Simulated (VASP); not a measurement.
# Ge (I4_1/amd) in VASP: notebook

The runs below take Ge through single point, with r2SCAN.

All numbers are computed with VASP 6.6.1; they aren't measurements. Logs are shortened: lines on timing, memory, paths and dates and some standing lists are left out, and cuts for length are marked.

**1. The cell of the first run**

The structure is tetragonal, space group I4_1/amd (No. 141). The conventional cell has a = 4.945 Å, b = 4.945 Å, c = 2.687 Å, α = 90.00°, β = 90.00°, γ = 90.00°. Within 3.4 Å of Ge (site symmetry -4m2) lie 10 Ge at 2.56 to 3.19 Å.

**2. Single point, r2SCAN (16.42 Å³/atom)**

POSCAR

```
Ge
1.0
   -2.4724646921      2.4724646921      1.3433994015
    2.4724646921     -2.4724646921      1.3433994015
    2.4724646921      2.4724646921     -1.3433994015
Ge
2
Direct
    0.2500000000      0.7500000000      0.5000000000
    0.5000000000      0.5000000000      0.0000000000
```

INCAR.step1

```
SYSTEM = Ge
PREC = Accurate
ENCUT = 520
ISMEAR = 0
SIGMA = 0.1
LREAL = .FALSE.
LASPH = .TRUE.
NELM = 60
NBANDS = 21
GGA = PE
ALGO = Normal
EDIFF = 1E-4
LWAVE = .TRUE.
LCHARG = .FALSE.
```

INCAR.step2

```
SYSTEM = Ge
PREC = Accurate
ENCUT = 520
EDIFF = 1E-7
ISMEAR = 0
SIGMA = 0.1
LREAL = .FALSE.
LASPH = .TRUE.
NELM = 60
ALGO = Normal
ISIF = 2
LWAVE = .FALSE.
LCHARG = .FALSE.
METAGGA = R2SCAN
LMIXTAU = .TRUE.
NBANDS = 21
ISTART = 1
```

KPOINTS

```
Automatic mesh
0
G
  16 16 16
  0 0 0
```

Potentials or basis: VASP PAW PBE potentials, release 64 (Ge_d).

Command:

```
$ cat potpaw_PBE.64/Ge_d/POTCAR > POTCAR
$ cp INCAR.step1 INCAR
$ mpirun -np 1 vasp_std > vasp.out
$ cp INCAR.step2 INCAR
$ mpirun -np 1 vasp_std > vasp.out
```

OUTCAR:

```text
SYSTEM = Ge
   PREC = Accurate
   ENCUT = 520
   EDIFF = 1E-7
   ISMEAR = 0
   LREAL = .FALSE.
   LASPH = .TRUE.
   NELM = 60
   ISIF = 2
   METAGGA = R2SCAN
   ISTART = 1

 ion  position               nearest neighbor table
   1  0.250  0.750  0.500-   2 2.56   2 2.56   2 2.56   2 2.56
   2  0.500  0.500  0.000-   1 2.56   1 2.56   1 2.56   1 2.56

  LATTYP: Found a body centered tetragonal cell.
 ALAT       =     4.9449293842
 C/A-ratio  =     0.5433442208

  Lattice vectors:

 A1 = (  -2.4724646921,   2.4724646921,   1.3433994015)
 A2 = (   2.4724646921,  -2.4724646921,   1.3433994015)
 A3 = (   2.4724646921,   2.4724646921,  -1.3433994015)

Analysis of symmetry for initial positions (statically):
=====================================================================
 Subroutine PRICEL returns:
 Original cell was already a primitive cell.

 Routine SETGRP: Setting up the symmetry group for a
 body centered tetragonal supercell.

 Subroutine GETGRP returns: Found 16 space group operations
 (whereof  8 operations were pure point group operations)
 out of a pool of 16 trial point group operations.

The static configuration has the point symmetry D_2d.
 The point group associated with its full space group is D_4h.

Analysis of symmetry for dynamics (positions and initial velocities):
=====================================================================
 Subroutine PRICEL returns:
 Original cell was already a primitive cell.

 Routine SETGRP: Setting up the symmetry group for a
 body centered tetragonal supercell.

 Subroutine GETGRP returns: Found 16 space group operations
 (whereof  8 operations were pure point group operations)
 out of a pool of 16 trial point group operations.

The dynamic configuration has the point symmetry D_2d.
 The point group associated with its full space group is D_4h.

 Subroutine INISYM returns: Found 16 space group operations
 (whereof  8 operations are pure point group operations),
 and found     1 'primitive' translations

----------------------------------------------------------------------------------------

                                     Primitive cell

  volume of cell :      32.8492

  direct lattice vectors                    reciprocal lattice vectors
    -2.472464692  2.472464692  1.343399401     0.000000000  0.202227357  0.372190132
     2.472464692 -2.472464692  1.343399401     0.202227357  0.000000000  0.372190132
     2.472464692  2.472464692 -1.343399401     0.202227357  0.202227357  0.000000000

  length of vectors
     3.745782329  3.745782329  3.745782329     0.423581631  0.423581631  0.285992671

  position of ions in fractional coordinates (direct lattice)
     0.250000000  0.750000000  0.500000000
     0.500000000  0.500000000  0.000000000

  ion indices of the primitive-cell ions
   primitive index   ion index
                 1           1
                 2           2

----------------------------------------------------------------------------------------

 KPOINTS: Automatic mesh

Automatic generation of k-mesh.
 Grid dimensions read from file:
 generate k-points for:   16   16   16

 Generating k-lattice:

  Cartesian coordinates                     Fractional coordinates (reciprocal lattice)
     0.000000000  0.012639210  0.023261883     0.062500000  0.000000000  0.000000000
     0.012639210  0.000000000  0.023261883     0.000000000  0.062500000  0.000000000
     0.012639210  0.012639210  0.000000000     0.000000000  0.000000000  0.062500000

  Length of vectors
     0.026473852  0.026473852  0.017874542

  Shift w.r.t. Gamma in fractional coordinates (k-lattice)
     0.000000000  0.000000000  0.000000000

 Subroutine IBZKPT returns following result:
 ===========================================

 Found    349 irreducible k-points:

 Following reciprocal coordinates:
            Coordinates               Weight
  0.000000  0.000000  0.000000      1.000000
  0.062500  0.000000  0.000000      8.000000
  0.125000  0.000000  0.000000      8.000000
  0.187500  0.000000 -0.000000      8.000000
  0.250000  0.000000  0.000000      8.000000
  0.312500  0.000000 -0.000000      8.000000
[... 16 lines left out ...]
 -0.125000  0.062500  0.000000     16.000000
 -0.062500  0.062500  0.000000      4.000000
 [... further k-points ...]
   k-points           NKPTS =    349   k-points in BZ     NKDIM =    349   number of bands    NBANDS=     21
   number of dos      NEDOS =    301   number of ions     NIONS =      2
   total plane-waves  NPLWV =  21952
   dimension x,y,z NGX =    28 NGY =   28 NGZ =   28
   dimension x,y,z NGXF=    56 NGYF=   56 NGZF=   56
   ions per type =               2
   NGX,Y,Z   is equivalent  to a cutoff of  12.43, 12.43, 12.43 a.u.
   NGXF,Y,Z  is equivalent  to a cutoff of  24.85, 24.85, 24.85 a.u.
 SYSTEM =  Ge
   PREC   = accura    normal or accurate (medium, high low for compatibility)
   ISTART =      1    job   : 0-new  1-cont  2-samecut
   ICHARG =      0    charge: 1-file 2-atom 10-const
   ISPIN  =      1    spin polarized calculation?
   LNONCOLLINEAR =      F non collinear calculations
   LSORBIT =      F    spin-orbit coupling
   LASPH  =      T    aspherical Exc in radial PAW
   ENCUT  =  520.0 eV  38.22 Ry    6.18 a.u.   6.96  6.96  6.96*2*pi/ulx,y,z
   NELM   =     60;   NELMIN=  2; NELMDL=  0     # of ELM steps
   EDIFF  = 0.1E-06   stopping-criterion for ELM
   LREAL  =      F    real-space projection
   EDIFFG = 0.1E-05   stopping-criterion for IOM
   NSW    =      0    number of steps for IOM
   IBRION =     -1    ionic relax: 0-MD 1-quasi-New 2-CG
   NFREE  =      0    steps in history (QN), initial steepest desc. (CG)
   ISIF   =      2    stress and relaxation
   ISYM   =      2    0-nonsym 1-usesym 2-fastsym
   POTIM  = 0.5000    time-step for ionic-motion
   TEBEG  =    0.0;   TEEND  =   0.0 temperature during run
   PSTRESS=    0.0 pullay stress
   NELECT =      28.0000    total number of electrons
   NUPDOWN=      -1.0000    fix difference up-down
   EMIN   =  10.00;   EMAX   =-10.00  energy-range for DOS
   EFERMI =   0.00;   METHOD = LEGACY
   ISMEAR =     0;   SIGMA  =   0.10  broadening in eV -4-tet -1-fermi 0-gaus
   EFERMI_NEDOS =   21; number of points for ismear=-14 and -15
   IALGO  =     38    algorithm
   IMIX   =      4    mixing-type and parameters
     AMIX     =   0.40;   BMIX     =  1.00
     AMIX_MAG =   1.60;   BMIX_MAG =  1.00
  volume/ion in A,a.u.               =      16.42       110.84
  Fermi-wavevector in a.u.,A,eV,Ry     =   1.552217  2.933265 32.781567  2.409377
  Thomas-Fermi vector in A             =   2.656624
   LORBIT       =      0    0 simple, 1 ext, 2 COOP (PROOUT), +10 PAW based schemes
   METAGGA = R2SCAN    functional components
   LHFCALC =     F    Hartree Fock is set to
   AEXX    =    0.0000 exact exchange contribution
   IVDW    =     0    specifies the selected vdW correction
   LEPSILON=     F    determine dielectric tensor
   LRPA    =     F    only Hartree local field effects (RPA)
 non-spin polarized calculation
 Gauss-broadening in eV      SIGMA  =   0.10
  energy-cutoff  :      520.00
  volume of cell :       32.85
 maximum number of plane-waves:       904
   NGX = 13   NGY = 13   NGZ = 13

 number of electron      27.9999982 magnetization

 Free energy of the ion-electron system (eV)
  ---------------------------------------------------
  ext. energy  EPLUGINS =         0.00000000
  ---------------------------------------------------
  free energy    TOTEN  =       -26.86728309 eV

  energy without entropy =      -26.86399031  energy(sigma->0) =      -26.86563670

 E-fermi :   8.1334     XC(G=0): -13.0933

 val. band max:        8.1323534005   @ k =  -0.1875  -0.4375   0.0625
 cond. band min:       8.1390405789   @ k =   0.5000   0.1250  -0.0000
 fundamental gap:      0.0066871784
 Fermi energy:         8.1333758088

 k-point     1 :       0.0000    0.0000    0.0000
  band No.  band energies     occupation
      1     -17.5456      2.00000
      2     -17.4740      2.00000
      3     -17.4397      2.00000
      4     -17.4346      2.00000
      5     -17.2696      2.00000
      6     -17.2696      2.00000
[... 13 lines left out ...]
     20      20.9382      0.00000
     21      21.9180      0.00000

 k-point     2 :       0.0625    0.0000    0.0000
  band No.  band energies     occupation
      1     -17.5435      2.00000
      2     -17.4664      2.00000
      3     -17.4365      2.00000
      4     -17.4248      2.00000
      5     -17.2772      2.00000
      6     -17.2765      2.00000
[... 13 lines left out ...]
     20      20.9252      0.00000
     21      22.2746      0.00000

 k-point     3 :       0.1250    0.0000    0.0000
  band No.  band energies     occupation
      1     -17.5367      2.00000
      2     -17.4454      2.00000
      3     -17.4273      2.00000
      4     -17.3988      2.00000
      5     -17.2933      2.00000
      6     -17.2875      2.00000
[... 13 lines left out ...]
     20      20.0908      0.00000
     21      20.6315      0.00000

 k-point     4 :       0.1875    0.0000   -0.0000
  band No.  band energies     occupation
      1     -17.5255      2.00000
      2     -17.4173      2.00000
      3     -17.4137      2.00000
      4     -17.3678      2.00000
      5     -17.3135      2.00000
      6     -17.2917      2.00000
[... 13 lines left out ...]
     20      18.8591      0.00000
     21      20.0123      0.00000

 k-point     5 :       0.2500    0.0000    0.0000
  band No.  band energies     occupation
      1     -17.5122      2.00000
      2     -17.3992      2.00000
      3     -17.3942      2.00000
      4     -17.3524      2.00000
      5     -17.3332      2.00000
      6     -17.2859      2.00000
[... 13 lines left out ...]
     20      17.8700      0.00000
     21      20.3144      0.00000
[... 382 lines left out ...]
     20      19.2955      0.00000
     21      19.9711      0.00000

 k-point    22 :      -0.1875    0.0625    0.0000
  band No.  band energies     occupation
      1     -17.5285      2.00000
      2     -17.4478      2.00000
      3     -17.4194      2.00000
      4     -17.4054      2.00000
      5     -17.2921      2.00000
      6     -17.2810      2.00000
[... 13 lines left out ...]
     20      20.2889      0.00000
     21      20.8509      0.00000

 k-point    23 :      -0.1250    0.0625    0.0000
  band No.  band energies     occupation
      1     -17.5376      2.00000
      2     -17.4678      2.00000
      3     -17.4308      2.00000
      4     -17.4284      2.00000
      5     -17.2779      2.00000
      6     -17.2731      2.00000
[... 13 lines left out ...]
     20      21.2884      0.00000
     21      22.1607      0.00000

 k-point    24 :      -0.0625    0.0625    0.0000
  band No.  band energies     occupation
      1     -17.5426      2.00000
      2     -17.4747      2.00000
      3     -17.4368      2.00000
      4     -17.4363      2.00000
      5     -17.2710      2.00000
      6     -17.2680      2.00000
[... 13 lines left out ...]
     20      21.2965      0.00000
     21      21.8925      0.00000

 [... further k-points ...]
[... 5 lines left out ...]
  --------------------------------------------------------------------------------------
  -------------------------------------------------------------------------------------
  Total        2.7232058      2.7232058      2.6818776      0.0000000      0.0000000      0.0000000
  in kB      132.8206805    132.8206805    130.8049557      0.0000000      0.0000000      0.0000000
  external PRESSURE =     132.1487722 kB  Pullay stress =       0.0000000 kB

 VOLUME and BASIS-vectors are now :
 -----------------------------------------------------------------------------
  energy-cutoff  :      520.00
  volume of cell :       32.85
      direct lattice vectors                 reciprocal lattice vectors
    -2.472464692  2.472464692  1.343399401     0.000000000  0.202227357  0.372190132
     2.472464692 -2.472464692  1.343399401     0.202227357  0.000000000  0.372190132
     2.472464692  2.472464692 -1.343399401     0.202227357  0.202227357  0.000000000

 POSITION                                       TOTAL-FORCE (eV/Angst)
 -----------------------------------------------------------------------------------
      2.47246      0.00000      0.67170        -0.000000      0.000000     -0.000000
      0.00000      0.00000      1.34340         0.000000     -0.000000      0.000000
 -----------------------------------------------------------------------------------
    total drift:                                0.000000     -0.000000      0.000000

  FREE ENERGIE OF THE ION-ELECTRON SYSTEM (eV)
  ---------------------------------------------------
  free  energy   TOTEN  =       -26.8672830893 eV

  energy  without entropy=      -26.8639903139  energy(sigma->0) =      -26.86563670
```

It took 29 min on 1 thread of Intel Xeon 8259CL, shared host; peak memory 0.31 GiB.

Results:

| Item | Value |
| --- | --- |
| Free energy | -26.8673 eV |
| Pressure | 13.2 GPa |
| Band gap on the k mesh | zero (bands 14 and 15 overlap by 6.37 eV) |

Levels at points of the mesh, in eV from the Fermi level:
```csv
k point,band 10,band 11,band 12,band 13,band 14,band 15,band 16,band 17,band 18,band 19
"(0.00, 0.00, 0.00)",-25.22,-15.11,-3.69,-2.95,-2.95,3.44,8.83,8.83,9.56,9.86
"(0.50, 0.00, 0.00)",-25.28,-8.74,-7.31,-2.54,-2.48,-1.77,2.57,4.22,6.53,9.91
"(0.50, 0.50, 0.00)",-25.33,-11.92,-11.92,0.50,0.50,2.48,2.48,8.77,8.77,12.69
"(0.50, 0.50, 0.50)",-25.39,-9.72,-9.72,-7.06,-7.06,7.03,7.03,13.19,13.19,17.51
```

Caveat: the cell stands under pressure; the PAW data sets were made with another functional, which shifts forces and pressure a little.

**3. Single point, r2SCAN (16.98 Å³/atom)**

This run uses another cell than the first one, of 16.98 Å³/atom.

POSCAR

```
Ge
1.0
   -2.4995571569      2.4995571569      1.3592455603
    2.4995571569     -2.4995571569      1.3592455603
    2.4995571569      2.4995571569     -1.3592455603
Ge
2
Direct
    0.2500000000      0.7500000000      0.5000000000
    0.5000000000      0.5000000000      0.0000000000
```

INCAR.step1

```
PREC = Accurate
ENCUT = 520
ISMEAR = 0
SIGMA = 0.1
LREAL = F
LASPH = T
NELM = 100
NBANDS = 21
GGA = PE
ALGO = Normal
EDIFF = 1E-4
LWAVE = T
LCHARG = F
```

INCAR.step2

```
PREC = Accurate
ENCUT = 520
EDIFF = 1E-6
ISMEAR = 0
SIGMA = 0.1
LREAL = F
LASPH = T
NELM = 100
ALGO = Normal
ISIF = 2
LWAVE = F
LCHARG = F
METAGGA = R2SCAN
LMIXTAU = T
NBANDS = 21
ISTART = 1
```

KPOINTS

```
regular mesh
0
Gamma
  16 16 16
```

Potentials or basis: VASP PAW PBE potentials, release 64 (Ge_d).

Command:

```
$ cat potpaw_PBE.64/Ge_d/POTCAR > POTCAR
$ cp INCAR.step1 INCAR
$ mpirun -np 1 vasp_std > vasp.out
$ cp INCAR.step2 INCAR
$ mpirun -np 1 vasp_std > vasp.out
```

It took 27 min on 1 thread of Intel Xeon 8259CL, shared host; peak memory 0.32 GiB.

The run converged. Its results:

* Free energy: -26.9448 eV
* Pressure: 8.9 GPa
* Band gap on the k mesh: zero (bands 14 and 15 overlap by 6.14 eV)

Levels at points of the mesh, in eV from the Fermi level:
```tsv
k point	band 10	band 11	band 12	band 13	band 14	band 15	band 16	band 17	band 18	band 19
(0.00, 0.00, 0.00)	-25.20	-14.77	-3.80	-2.83	-2.83	3.53	8.59	8.59	9.25	9.53
(0.50, 0.00, 0.00)	-25.25	-8.65	-7.12	-2.54	-2.44	-1.70	2.63	4.09	6.34	9.77
(0.50, 0.50, 0.00)	-25.31	-11.67	-11.67	0.53	0.53	2.40	2.40	8.52	8.52	12.47
(0.50, 0.50, 0.50)	-25.36	-9.59	-9.59	-6.81	-6.81	6.86	6.86	12.75	12.75	17.12
```

Caveat: the cell stands under pressure; the PAW data sets were made with another functional, which shifts forces and pressure a little.

[end of part 1 of 2]
